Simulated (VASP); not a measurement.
AlAu2:

```
Al Au
1.0
    -1.67151    1.67151    4.39907
     1.67151   -1.67151    4.39907
     1.67151    1.67151   -4.39907
Al Au
1 2
Direct
  0.00000 0.00000 0.00000
  0.65627 0.65627 0.00000
  0.34373 0.34373 0.00000
```

Base run:

- Program: VASP 6.6.1
- Functional: BLYP
- Potentials or basis: VASP PAW PBE potentials, release 64 (Al, Au)
- Cutoff: 520 eV
- k mesh: 11 × 11 × 11
- Occupations: gaussian, width 0.05 eV
- Spin: no spin polarisation

Its results: pressure 12.9 GPa; largest force 0.092 eV/Å.

Q: The run is repeated on the same cell with these changes: functional from BLYP to PBEsol; further incar settings from ALGO = Normal; EDIFF = 1e-07; NBANDS = 20 to ALGO = Normal; EDIFF = 1e-06; NBANDS = 20. What comes out?

A: Pressure -2.6 GPa; largest force 0.052 eV/Å.

Caveats: the PAW data sets were made with another functional, which shifts forces and pressure a little.
